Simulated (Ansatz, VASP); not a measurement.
# Re in VASP and in Ansatz

```
Re
1.0
     2.70074    0.00000    0.00000
    -1.35037    2.33891    0.00000
     0.00000    0.00000    4.48422
Re
2
Direct
  0.33333 0.66667 0.20665
  0.66667 0.33333 0.79335
```

Change from the starting cell: mode 4 frozen in at -0.194 Å, equal normal strain along x and y -0.0267.

Alike in both runs: task single point; functional PBE; k mesh 18 × 18 × 10; occupations gaussian, width 0.15 eV; no spin polarisation.

|  | VASP | Ansatz |
| --- | --- | --- |
| version | VASP 6.6.1 | Ansatz 0.2.0 |
| potentials or method | VASP PAW PBE potentials, release 64 (Re), cutoff 520 eV | scalar-relativistic, plane waves, PAW |
| valence electrons in the cell | 14 | 30 |

Ansatz gave:

- gap on the k mesh at the Fermi level (eV): none
- pressure (GPa): 52.3
- traceless stress, the component that is largest in VASP (GPa): 6.07
- rms of the force components (eV/Å): 4.075

Q: Which values does VASP return?

A: gap on the k mesh at the Fermi level (eV): none; pressure (GPa): 52.3; traceless stress, the component that is largest in VASP (GPa): 5.19; rms of the force components (eV/Å): 3.983.

Atom by atom the forces differ by 0.092 eV/Å (rms over components). A gap of «none» marks a metal or a gap that the smearing closes. Both programs put the cell under a high pressure, so it lies far from rest at this level. VASP's potentials hold 14 valence electrons a cell and Ansatz's 30, so a difference there can come from the potentials and not from the codes.

Spin-orbit coupling is off throughout.
